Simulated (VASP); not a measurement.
Zr:

```xyz
2
Lattice="3.2320 0.0000 0.0000 -1.6160 2.7990 0.0000 0.0000 0.0000 5.1470" Properties=species:S:1:pos:R:3 pbc="T T T"
Zr    0.0000    1.8660    1.2868
Zr    1.6160    0.9330    3.8603
```

| Item | Value |
| --- | --- |
| Program | VASP 6.6.1 |
| Task | relaxation of volume and atoms at fixed shape |
| Functional | LDA |
| Potentials or basis | VASP PAW LDA potentials, release 64 (Zr_sv) |
| Cutoff | 600 eV |
| k mesh | 15 × 15 × 8 |
| Occupations | gaussian, width 0.05 eV |
| Spin | no spin polarisation |

At the start: pressure -6.0 GPa; volume 23.28 Å³/atom.

Problem. Where does the relaxation end?

Solution. Over 3 steps the energy falls by 28.3 meV/atom and the volume is 21.86 Å³/atom (-6.1 %); space group P6_3/mmc (No. 194, to 0.1 Å) before and after.

Step by step:
| step | energy change (eV) | largest force (eV/Å) | pressure (GPa) | volume (Å³) |
| --- | --- | --- | --- | --- |
| 1 | 0.0000 | 0.0000 | -6.02 | 46.56 |
| 2 | 0.0054 | 0.0000 | 7.49 | 40.91 |
| 3 | -0.0566 | 0.0000 | -0.07 | 43.71 |

Final structure:
```
CELL_PARAMETERS angstrom
3.16468 0.00000 0.00000
-1.58234 2.74069 0.00000
0.00000 0.00000 5.03979
ATOMIC_POSITIONS crystal
Zr 0.33333 0.66667 0.25000
Zr 0.66667 0.33333 0.75000
```
